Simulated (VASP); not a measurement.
CO, 16 atoms in the cell. The cell holds a disordered packing, 16 atoms: a = 7.742 Å, b = 7.742 Å, c = 7.742 Å, α = 90.00°, β = 90.00°, γ = 90.00°. 

| Property | Result |
| --- | --- |
| Program | VASP 6.6.1 |
| Task | single point |
| Functional | r2SCAN |
| Dispersion | D3(BJ) |
| Potentials or basis | VASP PAW PBE potentials, release 64 (O, C) |
| Cutoff | 520 eV |
| k mesh | 1 × 1 × 1 |
| Occupations | fermi-dirac, width 0.05 eV |
| Spin | no spin polarisation |
| Dipole correction | no |
| Further INCAR settings | LREAL = Auto; ALGO = Normal; EDIFF = 1e-06; NBANDS = 54 |

Potentials or basis: VASP PAW PBE potentials, release 64 (O, C).

Launch:

```bash
$ cat potpaw_PBE.64/O/POTCAR potpaw_PBE.64/C/POTCAR > POTCAR
$ cp INCAR.step1 INCAR
$ mpirun -np 1 vasp_gam > vasp.out
$ cp INCAR.step2 INCAR
$ mpirun -np 1 vasp_gam > vasp.out
```

Hardware: 1 thread of AMD EPYC 7R13, on a shared host.

Problem. Estimate the wall time of this run.

Solution. It took 5.4 min on 1 thread of AMD EPYC 7R13 (shared host), peak memory 0.48 GiB. Counts: k points 1.
